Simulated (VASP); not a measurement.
# Be (P6_3/mmc) in VASP: notebook

Be is run at these levels: PBE; tasks: single point.

Everything below comes from runs of VASP 6.6.1. Logs are shortened: lines on timing, memory, paths and dates and some standing lists are left out, and cuts for length are marked.

## (1) The cell of the first run

The structure is hexagonal, space group P6_3/mmc (No. 194). The conventional cell has a = 2.271 Å, b = 2.271 Å, c = 3.578 Å, α = 90.00°, β = 90.00°, γ = 120.00°. Within 2.9 Å of Be (site symmetry -6m2) lie 12 Be at 2.22 to 2.27 Å.

## (2) Single point, PBE

Contents of INCAR:

```
SYSTEM = Be
PREC = Accurate
ENCUT = 520
EDIFF = 1E-7
ISMEAR = -1
SIGMA = 0.08
LREAL = .False.
LASPH = .True.
NELM = 80
ALGO = Normal
ISIF = 2
LWAVE = .False.
LCHARG = .False.
GGA = PE
NBANDS = 9
```

Contents of KPOINTS:

```
regular mesh
0
Gamma
  19 19 11
  0 0 0
```

Contents of POSCAR:

```
Be
1.0
    2.2710841775      0.0000000000      0.0000000000
   -1.1355420887      1.9668165919      0.0000000000
    0.0000000000      0.0000000000      3.5779919269
Be
2
Direct
    0.3333333333      0.6666666667      0.2500000000
    0.6666666667      0.3333333333      0.7500000000
```

Potentials or basis: VASP PAW PBE potentials, release 64 (Be).

The run is started by

```bash
$ cat potpaw_PBE.64/Be/POTCAR > POTCAR
$ mpirun -np 1 vasp_std > vasp.out
```

OUTCAR:

```text
SYSTEM = Be
   PREC = Accurate
   ENCUT = 520
   EDIFF = 1E-7
   ISMEAR = -1
   LREAL = .False.
   LASPH = .True.
   NELM = 80
   ISIF = 2
   GGA = PE

 ion  position               nearest neighbor table
   1  0.333  0.667  0.250-   2 2.22   2 2.22   2 2.22   2 2.22   2 2.22   2 2.22
   2  0.667  0.333  0.750-   1 2.22   1 2.22   1 2.22   1 2.22   1 2.22   1 2.22

  LATTYP: Found a hexagonal cell.
 ALAT       =     2.2710841775
 C/A-ratio  =     1.5754554421

  Lattice vectors:

 A1 = (   2.2710841775,   0.0000000000,   0.0000000000)
 A2 = (  -1.1355420887,   1.9668165919,   0.0000000000)
 A3 = (   0.0000000000,   0.0000000000,   3.5779919269)

Analysis of symmetry for initial positions (statically):
=====================================================================
 Subroutine PRICEL returns:
 Original cell was already a primitive cell.

 Routine SETGRP: Setting up the symmetry group for a
 hexagonal supercell.

 Subroutine GETGRP returns: Found 24 space group operations
 (whereof 12 operations were pure point group operations)
 out of a pool of 24 trial point group operations.

The static configuration has the point symmetry D_3d.
 The point group associated with its full space group is D_6h.

Analysis of symmetry for dynamics (positions and initial velocities):
=====================================================================
 Subroutine PRICEL returns:
 Original cell was already a primitive cell.

 Routine SETGRP: Setting up the symmetry group for a
 hexagonal supercell.

 Subroutine GETGRP returns: Found 24 space group operations
 (whereof 12 operations were pure point group operations)
 out of a pool of 24 trial point group operations.

The dynamic configuration has the point symmetry D_3d.
 The point group associated with its full space group is D_6h.

 Subroutine INISYM returns: Found 24 space group operations
 (whereof 12 operations are pure point group operations),
 and found     1 'primitive' translations

----------------------------------------------------------------------------------------

                                     Primitive cell

  volume of cell :      15.9822

  direct lattice vectors                    reciprocal lattice vectors
     2.271084178  0.000000000  0.000000000     0.440318333  0.254217908  0.000000000
    -1.135542089  1.966816592  0.000000000     0.000000000  0.508435817  0.000000000
     0.000000000  0.000000000  3.577991927     0.000000000  0.000000000  0.279486377

  length of vectors
     2.271084178  2.271084178  3.577991927     0.508435817  0.508435817  0.279486377

  position of ions in fractional coordinates (direct lattice)
     0.333333333  0.666666667  0.250000000
     0.666666667  0.333333333  0.750000000

  ion indices of the primitive-cell ions
   primitive index   ion index
                 1           1
                 2           2

----------------------------------------------------------------------------------------

 KPOINTS: regular mesh

Automatic generation of k-mesh.
 Grid dimensions read from file:
 generate k-points for:   19   19   11

 Generating k-lattice:

  Cartesian coordinates                     Fractional coordinates (reciprocal lattice)
     0.023174649  0.013379890  0.000000000     0.052631579 -0.000000000  0.000000000
     0.000000000  0.026759780  0.000000000     0.000000000  0.052631579  0.000000000
     0.000000000  0.000000000  0.025407852     0.000000000  0.000000000  0.090909091

  Length of vectors
     0.026759780  0.026759780  0.025407852

  Shift w.r.t. Gamma in fractional coordinates (k-lattice)
     0.000000000  0.000000000  0.000000000

 Subroutine IBZKPT returns following result:
 ===========================================

 Found    240 irreducible k-points:

 Following reciprocal coordinates:
            Coordinates               Weight
  0.000000  0.000000  0.000000      1.000000
  0.052632 -0.000000  0.000000      6.000000
  0.105263 -0.000000  0.000000      6.000000
  0.157895  0.000000  0.000000      6.000000
  0.210526  0.000000  0.000000      6.000000
  0.263158  0.000000  0.000000      6.000000
[... 16 lines left out ...]
  0.263158  0.105263  0.000000     12.000000
  0.315789  0.105263  0.000000     12.000000
 [... further k-points ...]
   k-points           NKPTS =    240   k-points in BZ     NKDIM =    240   number of bands    NBANDS=      9
   number of dos      NEDOS =    301   number of ions     NIONS =      2
   total plane-waves  NPLWV =   9072
   dimension x,y,z NGX =    18 NGY =   18 NGZ =   28
   dimension x,y,z NGXF=    36 NGYF=   36 NGZF=   56
   ions per type =               2
   NGX,Y,Z   is equivalent  to a cutoff of  13.18, 13.18, 13.01 a.u.
   NGXF,Y,Z  is equivalent  to a cutoff of  26.35, 26.35, 26.02 a.u.
 SYSTEM =  Be
   PREC   = accura    normal or accurate (medium, high low for compatibility)
   ISTART =      0    job   : 0-new  1-cont  2-samecut
   ICHARG =      2    charge: 1-file 2-atom 10-const
   ISPIN  =      1    spin polarized calculation?
   LNONCOLLINEAR =      F non collinear calculations
   LSORBIT =      F    spin-orbit coupling
   LASPH  =      T    aspherical Exc in radial PAW
   ENCUT  =  520.0 eV  38.22 Ry    6.18 a.u.   4.22  4.22  6.65*2*pi/ulx,y,z
   NELM   =     80;   NELMIN=  2; NELMDL= -5     # of ELM steps
   EDIFF  = 0.1E-06   stopping-criterion for ELM
   LREAL  =      F    real-space projection
   EDIFFG = 0.1E-05   stopping-criterion for IOM
   NSW    =      0    number of steps for IOM
   IBRION =     -1    ionic relax: 0-MD 1-quasi-New 2-CG
   NFREE  =      0    steps in history (QN), initial steepest desc. (CG)
   ISIF   =      2    stress and relaxation
   ISYM   =      2    0-nonsym 1-usesym 2-fastsym
   POTIM  = 0.5000    time-step for ionic-motion
   TEBEG  =    0.0;   TEEND  =   0.0 temperature during run
   PSTRESS=    0.0 pullay stress
   NELECT =       4.0000    total number of electrons
   NUPDOWN=      -1.0000    fix difference up-down
   EMIN   =  10.00;   EMAX   =-10.00  energy-range for DOS
   EFERMI =   0.00;   METHOD = LEGACY
   ISMEAR =    -1;   SIGMA  =   0.08  broadening in eV -4-tet -1-fermi 0-gaus
   EFERMI_NEDOS =   21; number of points for ismear=-14 and -15
   IALGO  =     38    algorithm
   IMIX   =      4    mixing-type and parameters
     AMIX     =   0.40;   BMIX     =  1.00
     AMIX_MAG =   1.60;   BMIX_MAG =  1.00
  volume/ion in A,a.u.               =       7.99        53.93
  Fermi-wavevector in a.u.,A,eV,Ry     =   1.031690  1.949612 14.481835  1.064385
  Thomas-Fermi vector in A             =   2.165851
   LORBIT       =      0    0 simple, 1 ext, 2 COOP (PROOUT), +10 PAW based schemes
   GGA     = PE    functional components
   LHFCALC =     F    Hartree Fock is set to
   AEXX    =    0.0000 exact exchange contribution
   IVDW    =     0    specifies the selected vdW correction
   LEPSILON=     F    determine dielectric tensor
   LRPA    =     F    only Hartree local field effects (RPA)
 non-spin polarized calculation
  energy-cutoff  :      520.00
  volume of cell :       15.98
 maximum number of plane-waves:       446
 NGX is ok and might be reduce to    18
   NGX =  9   NGY =  9   NGZ = 13

 number of electron       4.0000000 magnetization

 Free energy of the ion-electron system (eV)
  ---------------------------------------------------
  ext. energy  EPLUGINS =         0.00000000
  ---------------------------------------------------
  free energy    TOTEN  =        -7.53854140 eV

  energy without entropy =       -7.53681514  energy(sigma->0) =       -7.53767827

 E-fermi :   7.0391     XC(G=0): -10.5706

 val. band max:        6.9476587131   @ k =   0.3158   0.1053   0.0000
 cond. band min:       7.1488582523   @ k =   0.2632   0.2632   0.0909
 fundamental gap:      0.2011995392
 Fermi energy:         7.0390786487

 k-point     1 :       0.0000    0.0000    0.0000
  band No.  band energies     occupation
      1      -4.3548      2.00000
      2       2.5300      2.00000
      3       8.0048      0.00001
      4      22.8106      0.00000
      5      22.8106      0.00000
      6      25.6334      0.00000
      7      25.6334      0.00000
      8      27.6698      0.00000
      9      33.8753      0.00000

 k-point     2 :       0.0526   -0.0000    0.0000
  band No.  band energies     occupation
      1      -4.2754      2.00000
      2       2.6337      2.00000
      3       8.0295      0.00001
      4      22.1471      0.00000
      5      22.3077      0.00000
      6      25.6392      0.00000
      7      25.9030      0.00000
      8      27.5246      0.00000
      9      32.5197      0.00000

 k-point     3 :       0.1053   -0.0000    0.0000
  band No.  band energies     occupation
      1      -4.0371      2.00000
      2       2.9444      2.00000
      3       8.0987      0.00000
      4      20.5048      0.00000
      5      21.2755      0.00000
      6      25.5890      0.00000
      7      26.1973      0.00000
      8      27.0219      0.00000
      9      30.5187      0.00000

 k-point     4 :       0.1579    0.0000    0.0000
  band No.  band energies     occupation
      1      -3.6397      2.00000
      2       3.4613      2.00000
      3       8.1939      0.00000
      4      18.4439      0.00000
      5      20.1593      0.00000
      6      25.3431      0.00000
      7      25.9864      0.00000
      8      26.1101      0.00000
      9      28.4852      0.00000

 k-point     5 :       0.2105    0.0000    0.0000
  band No.  band energies     occupation
      1      -3.0832      2.00000
      2       4.1825      2.00000
      3       8.2634      0.00000
      4      16.3622      0.00000
      5      19.1152      0.00000
      6      24.3084      0.00000
      7      24.4899      0.00000
      8      25.7103      0.00000
      9      27.0678      0.00000

 k-point     6 :       0.2632    0.0000    0.0000
  band No.  band energies     occupation
      1      -2.3685      2.00000
      2       5.1046      2.00000
      3       8.1777      0.00000
      4      14.5673      0.00000
      5      18.2042      0.00000
      6      22.1593      0.00000
      7      22.8528      0.00000
      8      25.1855      0.00000
      9      26.5671      0.00000
[... 169 lines left out ...]
 k-point    21 :       0.1579    0.1053    0.0000
  band No.  band energies     occupation
      1      -2.8434      2.00000
      2       4.4909      2.00000
      3       8.3380      0.00000
      4      16.0108      0.00000
      5      17.6565      0.00000
      6      24.0029      0.00000
      7      24.4724      0.00000
      8      24.9485      0.00000
      9      29.1803      0.00000

 k-point    22 :       0.2105    0.1053    0.0000
  band No.  band energies     occupation
      1      -2.1267      2.00000
      2       5.4115      2.00000
      3       8.3073      0.00000
      4      14.1596      0.00000
      5      16.7215      0.00000
      6      22.0935      0.00000
      7      23.1457      0.00000
      8      24.4187      0.00000
      9      28.5389      0.00000

 k-point    23 :       0.2632    0.1053    0.0000
  band No.  band energies     occupation
      1      -1.2535      2.00000
      2       6.5260      1.99673
      3       7.9186      0.00003
      4      12.8327      0.00000
      5      15.8891      0.00000
      6      19.9224      0.00000
      7      21.7543      0.00000
      8      23.9348      0.00000
      9      27.3280      0.00000

 k-point    24 :       0.3158    0.1053    0.0000
  band No.  band energies     occupation
      1      -0.2320      2.00000
      2       6.9477      1.51637
      3       7.8192      0.00012
      4      12.3245      0.00000
      5      15.1299      0.00000
      6      17.7060      0.00000
      7      20.5294      0.00000
      8      23.5449      0.00000
      9      26.5598      0.00000

 [... further k-points ...]

------------------------ aborting loop because EDIFF is reached ----------------------------------------

  FORCE on cell =-STRESS in cart. coord.  units (eV):
  Direction    XX          YY          ZZ          XY          YZ          ZX
  --------------------------------------------------------------------------------------
  -------------------------------------------------------------------------------------
  Total       -0.1158388     -0.1158388     -0.1134842     -0.0000000      0.0000000      0.0000000
  in kB      -11.6125686    -11.6125686    -11.3765269     -0.0000000      0.0000000      0.0000000
  external PRESSURE =     -11.5338880 kB  Pullay stress =       0.0000000 kB

 VOLUME and BASIS-vectors are now :
 -----------------------------------------------------------------------------
  energy-cutoff  :      520.00
  volume of cell :       15.98
      direct lattice vectors                 reciprocal lattice vectors
     2.271084178  0.000000000  0.000000000     0.440318333  0.254217908  0.000000000
    -1.135542089  1.966816592  0.000000000     0.000000000  0.508435817  0.000000000
     0.000000000  0.000000000  3.577991927     0.000000000  0.000000000  0.279486377

 POSITION                                       TOTAL-FORCE (eV/Angst)
 -----------------------------------------------------------------------------------
     -0.00000      1.31121      0.89450        -0.000000     -0.000000      0.000000
      1.13554      0.65561      2.68349         0.000000      0.000000      0.000000
 -----------------------------------------------------------------------------------
    total drift:                                0.000000     -0.000000      0.000000

  FREE ENERGIE OF THE ION-ELECTRON SYSTEM (eV)
  ---------------------------------------------------
  free  energy   TOTEN  =        -7.5385413990 eV

  energy  without entropy=       -7.5368151427  energy(sigma->0) =       -7.53767827
```

Run time: 22 s. Hardware: 1 thread of Intel Xeon Platinum 8259CL at 2.50GHz (Skylake/Cascade Lake), shared host; peak memory 0.14 GiB.

What came out:

```yaml
Free_energy: -7.5385 eV
Pressure: -1.2 GPa
Band_gap_on_the_k_mesh: zero (band 2 reaches 7.69 eV, above the bottom of band 3 at 6.21 eV)
```

Levels at points of the mesh, in eV from the Fermi level:
| k point | band 1 | band 2 | band 3 | band 4 | band 5 |
| --- | --- | --- | --- | --- | --- |
| (0.00, 0.00, 0.00) | -11.39 | -4.51 | 0.97 | 15.77 | 15.77 |

## (3) Single point, PBE

Contents of INCAR:

```
  PREC = Accurate
  ENCUT = 520
  EDIFF = 1E-7
  ISMEAR = -1
  SIGMA = 0.08
  LREAL = False
  LASPH = True
  NELM = 80
  ALGO = Normal
  ISIF = 2
  LWAVE = False
  LCHARG = True
  GGA = PE
  LELF = True
  LVHAR = True
  NBANDS = 9
```

Contents of KPOINTS:

```
Automatic mesh
0
Gamma
  19 19 11
```

Contents of POSCAR:

```
Be
1.0
    2.2709641467      0.0000000000      0.0000000000
   -1.1354820733      1.9667126421      0.0000000000
    0.0000000000      0.0000000000      3.5777648734
Be
2
Direct
    0.3333333333      0.6666666667      0.2500000000
    0.6666666667      0.3333333333      0.7500000000
```

Potentials or basis: VASP PAW PBE potentials, release 64 (Be).

The run is started by

```bash
$ cat potpaw_PBE.64/Be/POTCAR > POTCAR
$ mpirun -np 1 vasp_std > vasp.out
```

It took 23 s on 1 thread of Intel Xeon Platinum 8259CL at 2.50GHz (Skylake/Cascade Lake), shared host; peak memory 0.14 GiB.

The run converged. Its results:

```yaml
Free_energy: -7.5386 eV
Pressure: -1.1 GPa
Band_gap_on_the_k_mesh: zero (band 2 reaches 7.69 eV, above the bottom of band 3 at 6.21 eV)
```

Levels at points of the mesh, in eV from the Fermi level:
```csv
k point,band 1,band 2,band 3,band 4,band 5,band 6
"(0.00, 0.00, 0.00)",-11.39,-4.51,0.97,15.77,15.77,18.60
```
